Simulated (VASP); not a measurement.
Mo: single point with LDA

The system is Mo.

```
Mo
1.0
    -2.46347    2.46347    1.28472
     2.46347   -2.46347    1.28472
     2.46347    2.46347   -1.28472
Mo
2
Direct
  0.62500 0.87500 0.75000
  0.37500 0.12500 0.25000
```

```yaml
Program: VASP 6.6.1
Task: single point
Functional: LDA
Potentials_or_basis: VASP PAW LDA potentials, release 64 (Mo_sv)
Cutoff: 520 eV
k_mesh: 16 × 16 × 16
Occupations: fermi-dirac, width 0.05 eV
Spin: no spin polarisation
```

```yaml
Pressure: 7.7 GPa
Band_gap_on_the_k_mesh: zero (band 14 reaches 14.41 eV, above the bottom of band 15 at 11.20 eV)
```

Levels at points of the mesh, in eV from the Fermi level:
```csv
k point,band 11,band 12,band 13,band 14,band 15,band 16,band 17,band 18
"(0.00, 0.00, 0.00)",-4.08,-3.57,-3.00,1.90,1.90,1.95,1.95,4.29
"(0.50, 0.00, 0.00)",-3.49,-2.33,-0.74,-0.47,0.99,1.68,3.21,3.27
"(0.50, 0.50, 0.00)",-3.07,-3.07,-1.27,-1.27,0.90,0.90,2.92,2.92
"(0.50, 0.50, 0.50)",-2.73,-2.73,0.30,0.30,0.72,0.72,2.44,2.44
```

Wall time 97 s on 1 thread of Intel Xeon 6975P-C (shared host), peak memory 0.28 GiB.
